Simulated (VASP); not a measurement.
# HfC47 (a cell with a defect) in VASP: a series of runs, part 2 of 3

VASP 6.6.1. The steps go on from the part before.

### Step 4. Single point, PBE, collinear spin

Contents of INCAR:

```
SYSTEM = HfC47
PREC = Accurate
ENCUT = 520
EDIFF = 1E-7
ISMEAR = 0
SIGMA = 0.05
LREAL = Auto
LASPH = .TRUE.
NELM = 150
ALGO = Normal
ISIF = 2
LWAVE = .FALSE.
LCHARG = .FALSE.
ISPIN = 2
MAGMOM = 0.2 0 0 0 0 0 0 0 0 0 0 0 0 0 0 0 0 0 0 0 0 0 0 0 0.2 0 0.2 0 0 0 0 0 0 0 0 0.2 0 0 0 0 0 0 0 0 0 0 0 0
LORBIT = 11
LMAXMIX = 4
GGA = PE
NBANDS = 133
LUSENCCL = .FALSE.
```

Contents of KPOINTS:

```
regular mesh
0
G
  2 2 2
  0 0 0
```

Contents of POSCAR:

```
HfC47
1.0
    3.7050000000     -2.1390830000     -6.7900000000
    3.7050000000     -2.1390830000      6.7900000000
   -7.4100000000     -4.2781650000      0.0000000000
Hf C
1 47
Direct
    0.1578845706     -0.0314299201      0.0624246585
    0.5099336742      0.5326638754      0.0163852032
    0.6852005099      0.6842612575      0.8470775833
    0.1767202836      0.2027814116      0.8466879232
    0.3399476409      0.3687733401      0.6833357914
    0.8502754468      0.8498078145      0.6819736576
    0.0055517631      0.0328150194      0.5185472512
    0.5093322372      0.5260932994      0.5149284447
    0.6721446750      0.7001810680      0.3515912012
    0.1683288683      0.2020931074      0.3537727126
    0.3414111796      0.3716859510      0.1823726289
    0.8352021984      0.8637947487      0.1868659636
    0.7286063210      0.2277977315     -0.0190302684
    0.2414076286      0.7127611960     -0.0198746430
    0.3982913965      0.8914984892      0.8134511333
    0.8962295823      0.3913184705      0.8136629065
    0.0624397715      0.5593645335      0.6466602814
    0.5609503357      0.0623733066      0.6475792808
    0.7292224632      0.2281101894      0.4813681423
    0.2269252178      0.7296513859      0.4811186677
    0.4004612611      0.8894165764      0.3152537795
    0.8928585684      0.3965164821      0.3142933388
    0.0632079165      0.5577814237      0.1476444186
    0.5683194532      0.0565028764      0.1477370521
    0.1878617304      0.2087441602      0.0131313692
    0.6789148615      0.6917863679      0.0162598360
    0.8635955059      0.8240577105      0.8409656590
    0.3414681897      0.3696062187      0.8484507643
    0.5101183689      0.5281692614      0.6819243933
    1.0119430730      0.0261959701      0.6825352652
    0.1706858016      0.2041593111      0.5204207354
    0.6757393584      0.6939062433      0.5164176220
    0.8360087000      0.8665212559      0.3527451996
    0.3398484523      0.3641899452      0.3492705740
    0.5085622630      0.5377522908      0.1845807327
    1.0033146798      0.0287213465      0.1953779329
    0.5654028913      0.0588933347     -0.0193552545
    0.0665853656      0.5537145167     -0.0193185911
    0.2342659353      0.7214431041      0.8130780079
    0.7280384685      0.2284095668      0.8141568102
    0.8956424001      0.3931039125      0.6471272761
    0.3944461899      0.8951959316      0.6474470165
    0.5631001524      0.0609972758      0.4817983197
    0.0595247521      0.5632779159      0.4810351886
    0.2298765694      0.7259619751      0.3149269723
    0.7295583952      0.2283846245      0.3146859727
    0.8940028114      0.3950376026      0.1474663299
    0.4103103257      0.8810312205      0.1486119066
```

Potentials or basis: VASP PAW PBE potentials, release 64 (Hf_pv, C).

On the command line:

```bash
cat potpaw_PBE.64/Hf_pv/POTCAR potpaw_PBE.64/C/POTCAR > POTCAR
mpirun -np 1 vasp_std > vasp.out
```

OUTCAR:

```text
SYSTEM = HfC47
   PREC = Accurate
   ENCUT = 520
   EDIFF = 1E-7
   ISMEAR = 0
   LREAL = Auto
   LASPH = .TRUE.
   NELM = 150
   ISIF = 2
   ISPIN = 2
   LORBIT = 11
   GGA = PE

 ion  position               nearest neighbor table
   1  0.158  0.969  0.062-  25 2.01  36 2.01  27 2.14  14 2.41  48 2.42  10 2.65  11 2.65  34 2.86
                            24 2.88  39 2.89  21 2.90  38 2.91  12 2.94   4 2.95
   2  0.510  0.533  0.016-  26 1.41  28 1.43  35 1.43
   3  0.685  0.684  0.847-  27 1.41  29 1.42  26 1.45
   4  0.177  0.203  0.847-  25 1.39  28 1.41  30 1.44   1 2.95
   5  0.340  0.369  0.683-  28 1.41  31 1.41  29 1.42
   6  0.850  0.850  0.682-  27 1.41  32 1.42  30 1.45
   7  0.006  0.033  0.519-  30 1.41  33 1.43  31 1.43
   8  0.509  0.526  0.515-  34 1.42  29 1.42  32 1.42
   9  0.672  0.700  0.352-  33 1.41  35 1.41  32 1.42
  10  0.168  0.202  0.354-  36 1.40  31 1.42  34 1.45   1 2.65
  11  0.341  0.372  0.182-  25 1.40  35 1.42  34 1.45   1 2.65
  12  0.835  0.864  0.187-  36 1.39  33 1.41  26 1.44   1 2.94
  13  0.729  0.228  0.981-  37 1.42  47 1.42  40 1.43
  14  0.241  0.713  0.980-  38 1.43  39 1.44  48 1.44   1 2.41
  15  0.398  0.891  0.813-  42 1.42  39 1.43  37 1.43
  16  0.896  0.391  0.814-  40 1.42  38 1.43  41 1.43
  17  0.062  0.559  0.647-  44 1.42  41 1.43  39 1.43
  18  0.561  0.062  0.648-  43 1.42  40 1.43  42 1.43
[... 16 lines left out ...]
  35  0.509  0.538  0.185-   9 1.41  11 1.42   2 1.43
  36  0.003  0.029  0.195-  12 1.39  10 1.40   1 2.01
  37  0.565  0.059  0.981-  13 1.42  24 1.43  15 1.43
  38  0.067  0.554  0.981-  16 1.43  23 1.43  14 1.43   1 2.91
  39  0.234  0.721  0.813-  17 1.43  15 1.43  14 1.44   1 2.89
  40  0.728  0.228  0.814-  16 1.42  18 1.43  13 1.43
  41  0.896  0.393  0.647-  19 1.42  17 1.43  16 1.43
  42  0.394  0.895  0.647-  15 1.42  20 1.42  18 1.43
  43  0.563  0.061  0.482-  18 1.42  19 1.43  21 1.43
  44  0.060  0.563  0.481-  17 1.42  22 1.43  20 1.43
  45  0.230  0.726  0.315-  20 1.42  21 1.43  23 1.43
  46  0.730  0.228  0.315-  22 1.42  19 1.43  24 1.43
  47  0.894  0.395  0.147-  23 1.42  13 1.42  22 1.43
  48  0.410  0.881  0.149-  21 1.43  24 1.44  14 1.44   1 2.42

  LATTYP: Found a face centered orthorhombic cell.
 ALAT       =     8.5563312420
 B/A-ratio  =     1.5871288308
 C/A-ratio  =     1.7320507074

  Lattice vectors:

 A1 = (  -3.7050000000,  -6.4172480000,   6.7900000000)
 A2 = (  -0.0000000000,  -8.5563310000,   0.0000000000)
 A3 = (   3.7050000000,  -2.1390830000,   6.7900000000)

Analysis of symmetry for initial positions (statically):
=====================================================================
 Subroutine PRICEL returns:
 Original cell was already a primitive cell.

 Routine SETGRP: Setting up the symmetry group for a
 face centered orthorhombic supercell.

 Subroutine GETGRP returns: Found  1 space group operations
 (whereof  1 operations were pure point group operations)
 out of a pool of  8 trial point group operations.

The static configuration has the point symmetry C_1 .

Analysis of symmetry for dynamics (positions and initial velocities):
=====================================================================
 Subroutine PRICEL returns:
 Original cell was already a primitive cell.

 Routine SETGRP: Setting up the symmetry group for a
 face centered orthorhombic supercell.

[... 204 lines left out ...]
   NELECT =     198.0000    total number of electrons
   NUPDOWN=      -1.0000    fix difference up-down
   EMIN   =  10.00;   EMAX   =-10.00  energy-range for DOS
   EFERMI =   0.00;   METHOD = LEGACY
   ISMEAR =     0;   SIGMA  =   0.05  broadening in eV -4-tet -1-fermi 0-gaus
   EFERMI_NEDOS =   21; number of points for ismear=-14 and -15
   IALGO  =     38    algorithm
   IMIX   =      4    mixing-type and parameters
     AMIX     =   0.40;   BMIX     =  1.00
     AMIX_MAG =   1.60;   BMIX_MAG =  1.00
  volume/ion in A,a.u.               =       8.97        60.52
  Fermi-wavevector in a.u.,A,eV,Ry     =   1.263683  2.388014 21.727062  1.596894
  Thomas-Fermi vector in A             =   2.397027
   LORBIT       =     11    0 simple, 1 ext, 2 COOP (PROOUT), +10 PAW based schemes
   GGA     = PE    functional components
   LHFCALC =     F    Hartree Fock is set to
   AEXX    =    0.0000 exact exchange contribution
   IVDW    =     0    specifies the selected vdW correction
   LEPSILON=     F    determine dielectric tensor
   LRPA    =     F    only Hartree local field effects (RPA)
 spin polarized calculation
 Gauss-broadening in eV      SIGMA  =   0.05
  energy-cutoff  :      520.00
  volume of cell :      430.50
 maximum number of plane-waves:     11632
 NGX is ok and might be reduce to    60
   NGX = 29   NGY = 29   NGZ = 31

 number of electron     198.0000002 magnetization      -0.0000353

 number of electron     198.0000002 magnetization       0.0000182

 Free energy of the ion-electron system (eV)
  ---------------------------------------------------
  ext. energy  EPLUGINS =         0.00000000
  ---------------------------------------------------
  free energy    TOTEN  =      -437.24165671 eV

  energy without entropy =     -437.24164595  energy(sigma->0) =     -437.24165133

 E-fermi :   4.6740     XC(G=0): -10.4278

 val. band max:        4.5438048697   @ k =   0.5000   0.5000   0.5000
 cond. band min:       4.8015590928   @ k =   0.5000   0.5000   0.0000
 fundamental gap:      0.2577542231
 Fermi energy:         4.6740107465

 spin component 1

 k-point     1 :       0.0000    0.0000    0.0000
  band No.  band energies     occupation
      1     -25.6933      1.00000
      2     -25.6000      1.00000
      3     -25.3055      1.00000
      4     -14.8973      1.00000
      5     -14.3985      1.00000
      6     -13.1005      1.00000
[... 901 lines left out ...]
    110       8.0553      0.00000
    111       8.3513      0.00000
 Fermi energy:         4.6740107465

 spin component 2

 k-point     1 :       0.0000    0.0000    0.0000
  band No.  band energies     occupation
      1     -25.6933      1.00000
      2     -25.6000      1.00000
      3     -25.3055      1.00000
      4     -14.8973      1.00000
      5     -14.3985      1.00000
      6     -13.1005      1.00000
[... 901 lines left out ...]
    110       8.0553      0.00000
    111       8.3513      0.00000
 [bands above 111 left out]

------------------------ aborting loop because EDIFF is reached ----------------------------------------

  FORCE on cell =-STRESS in cart. coord.  units (eV):
  Direction    XX          YY          ZZ          XY          YZ          ZX
  --------------------------------------------------------------------------------------
  -------------------------------------------------------------------------------------
  Total       18.4665866     11.9189870     11.9391572      0.0608216     -0.9856990      0.1430386
  in kB       68.7260921     44.3582463     44.4333127      0.2263565     -3.6684223      0.5323390
  external PRESSURE =      52.5058837 kB  Pullay stress =       0.0000000 kB

 VOLUME and BASIS-vectors are now :
 -----------------------------------------------------------------------------
  energy-cutoff  :      520.00
  volume of cell :      430.50
      direct lattice vectors                 reciprocal lattice vectors
     3.705000000 -2.139083000 -6.790000000     0.067476375 -0.116872524 -0.073637703
     3.705000000 -2.139083000  6.790000000     0.067476375 -0.116872524  0.073637703
    -7.410000000 -4.278165000  0.000000000    -0.067476391 -0.116872524  0.000000000

 POSITION                                       TOTAL-FORCE (eV/Angst)
 -----------------------------------------------------------------------------------
      3.71095     -2.67664      5.50455        -0.025439      0.016200     -0.025454
      3.74141     -2.30030      0.15434        -0.019479      0.006576      0.025176
     -1.20299     -6.55333     -0.00638        -0.020746     -0.030779     -0.013466
     -4.86790     -4.43406      0.17696        -0.007028      0.005369      0.010505
     -2.43771     -4.43944      0.19573        -0.006714      0.004541      0.021410
      1.24538     -6.55422     -0.00318         0.017523     -0.005689      0.012900
[... 40 lines left out ...]
      3.68317     -3.38825     -3.38797        -0.001322     -0.003993     -0.021614
      3.68321     -3.39807      3.19619         0.026328     -0.000146      0.020576
 -----------------------------------------------------------------------------------
    total drift:                               -0.017593      0.003119      0.017113

  FREE ENERGIE OF THE ION-ELECTRON SYSTEM (eV)
  ---------------------------------------------------
  free  energy   TOTEN  =      -437.2416567136 eV

  energy  without entropy=     -437.2416459475  energy(sigma->0) =     -437.24165133

 total charge

# of ion       s       p       d       tot
------------------------------------------
    1        0.399   6.493   1.965   8.857
    2        0.866   1.788   0.000   2.654
    3        0.864   1.767   0.000   2.631
    4        0.870   1.793   0.000   2.663
    5        0.871   1.805   0.000   2.676
    6        0.864   1.767   0.000   2.631
[... 40 lines left out ...]
   47        0.861   1.790   0.000   2.651
   48        0.856   1.798   0.000   2.654
--------------------------------------------------
tot         41.023  90.364   1.965 133.353

 magnetization (x)

# of ion       s       p       d       tot
------------------------------------------
    1        0.000   0.000   0.000   0.000
    2        0.000  -0.000   0.000  -0.000
    3       -0.000  -0.000   0.000  -0.000
    4       -0.000  -0.000   0.000  -0.000
    5        0.000  -0.000   0.000  -0.000
    6       -0.000  -0.000   0.000  -0.000
[... 40 lines left out ...]
   47        0.000  -0.000   0.000   0.000
   48       -0.000  -0.000   0.000  -0.000
--------------------------------------------------
tot         -0.000  -0.000   0.000  -0.000
```

Run time: 5.5 min. Hardware: 1 × NVIDIA H100 80GB with 1 thread of AMD EPYC 7R13 (Zen 3), shared host; peak memory 1.9 GiB.

What came out:

| Quantity | Value |
| --- | --- |
| Free energy | -437.2417 eV |
| Pressure | 5.3 GPa |
| Largest force | 0.083 eV/Å |
| Band gap on the k mesh | 0.26 eV |
| Net moment | 0.00 μB per cell |
| Valence electrons inside the program's atomic spheres | Hf 8.86; C 2.65, 2.63, 2.66, 2.68, 2.64, 2.67, 2.59 (each value once) |

Forces on the atoms (eV/Å):
```
Hf  -0.025  0.016 -0.025
C   -0.019  0.007  0.025
C   -0.021 -0.031 -0.013
C   -0.007  0.005  0.011
C   -0.007  0.005  0.021
C    0.018 -0.006  0.013
C    0.024  0.004 -0.013
C   -0.001 -0.005 -0.026
C    0.008  0.009  0.016
C    0.020 -0.006  0.022
C   -0.032 -0.003  0.007
C    0.011  0.022 -0.055
C    0.014  0.005  0.009
C    0.005  0.009 -0.001
C   -0.023  0.008 -0.006
C   -0.003  0.001  0.015
C    0.005  0.009  0.000
C    0.010  0.000 -0.003
C    0.001  0.005 -0.010
C   -0.015  0.007 -0.017
C   -0.017 -0.015 -0.019
C    0.001 -0.005  0.005
C    0.015  0.001  0.021
C    0.004  0.011 -0.041
C   -0.007  0.038  0.017
C    0.023 -0.014 -0.002
C    0.002 -0.077 -0.031
C    0.016  0.005 -0.006
C    0.014  0.004  0.006
C   -0.029  0.000 -0.018
C   -0.014 -0.002 -0.021
C   -0.020  0.010 -0.013
C   -0.006 -0.003  0.035
C    0.007  0.022 -0.015
C    0.008 -0.005  0.007
C    0.033  0.039  0.015
C   -0.019 -0.006  0.004
C   -0.009 -0.001  0.007
C    0.007 -0.033  0.013
C   -0.014 -0.013 -0.020
C    0.008 -0.008  0.016
C    0.013  0.003  0.008
C   -0.003  0.003  0.021
C    0.007  0.000  0.003
C    0.005 -0.003  0.032
C   -0.014 -0.010  0.007
C   -0.001 -0.004 -0.022
C    0.026  0.000  0.021
```

Levels at points of the mesh, in eV from the valence-band top:
Spin up:
| k point | band 97 | band 98 | band 99 | band 100 | band 101 | band 102 |
| --- | --- | --- | --- | --- | --- | --- |
| (0.00, 0.00, 0.00) | -0.27 | -0.04 | -0.02 | 0.51 | 0.61 | 0.85 |
| (0.50, 0.00, 0.00) | -1.03 | -0.69 | -0.09 | 1.09 | 1.62 | 1.82 |
| (0.00, 0.50, 0.50) | -0.72 | -0.68 | -0.36 | 1.31 | 1.58 | 1.70 |
| (0.00, 0.50, 0.00) | -1.04 | -0.75 | -0.04 | 1.19 | 1.40 | 1.72 |
| (0.50, 0.00, 0.50) | -0.73 | -0.67 | -0.38 | 1.32 | 1.55 | 1.71 |
| (0.50, 0.50, 0.00) | -0.09 | -0.04 | -0.01 | 0.26 | 0.44 | 0.55 |
| (0.00, 0.00, 0.50) | -1.00 | -0.69 | -0.13 | 1.19 | 1.44 | 1.91 |
| (0.50, 0.50, 0.50) | -1.02 | -0.74 | 0.00 | 1.10 | 1.47 | 1.61 |
Spin down:
```
           k point  band 96  band 97  band 98  band 99  band 100  band 101  band 102  band 103
(0.00, 0.00, 0.00)    -0.56    -0.27    -0.04    -0.02      0.51      0.61      0.85      1.30
(0.50, 0.00, 0.00)    -1.43    -1.03    -0.69    -0.09      1.09      1.62      1.82      2.14
(0.00, 0.50, 0.50)    -1.58    -0.72    -0.68    -0.36      1.31      1.58      1.70      2.36
(0.00, 0.50, 0.00)    -1.39    -1.04    -0.75    -0.04      1.19      1.40      1.72      2.23
(0.50, 0.00, 0.50)    -1.58    -0.73    -0.67    -0.38      1.32      1.55      1.71      2.33
(0.50, 0.50, 0.00)    -0.12    -0.09    -0.04    -0.01      0.26      0.44      0.55      1.21
(0.00, 0.00, 0.50)    -1.23    -1.00    -0.69    -0.13      1.19      1.44      1.91      2.14
(0.50, 0.50, 0.50)    -1.48    -1.02    -0.74     0.00      1.10      1.47      1.61      2.19
```

Caveat: the k points lie up to 0.48 Å⁻¹ apart; spin-orbit coupling is left out, which moves the levels of the heavy elements.

(Continued in part 3 of 3.)
